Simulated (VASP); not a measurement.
Runs of VASP 6.6.1 on MgO (Periclase). The structure is that of space group Fm-3m (No. 225), or close to it. The cells are those of the table. 

```tsv
task	level	cell	cutoff (eV)	gap on the mesh (eV)	pressure (GPa)	relaxed volume (Å³/atom)
single point	revPBE+D3(BJ)	a = 2.968 Å, angles 60.0°, 2 atoms	520	4.91	(c)	-
single point	PBE+D4	a = 2.988 Å, angles 60.0°, 2 atoms	520	4.64	-0.7	-
single point	PBEsol	a = 2.980 Å, angles 60.0°, 2 atoms	520	(b)	-0.5	-
relaxation of cell and atoms	PBE+D4	relaxed from a = 2.982 Å, angles 60.0°, 2 atoms	600	4.69	0.0	-
relaxation of cell and atoms	PBEsol	relaxed from a = 2.982 Å, angles 60.0°, 2 atoms	600	(a)	0.0	9.31
relaxation of cell and atoms	revPBE+D3(BJ)	relaxed from a = 2.982 Å, angles 60.0°, 2 atoms	600	4.99	0.0	(d)
```

Alike in all rows: potentials or basis VASP PAW PBE potentials, release 64 (Mg, O); no spin polarisation; k mesh 8 × 8 × 8; smearing methfessel-paxton 0.05 eV.

Fill in the values left out.

(a) 4.66; (b) 4.62; (c) -0.9; (d) 9.17.

Caveats: the PAW data sets were made with another functional, which shifts forces and pressure a little (some runs); the relaxation stopped at its first step, so nothing moved (some runs).

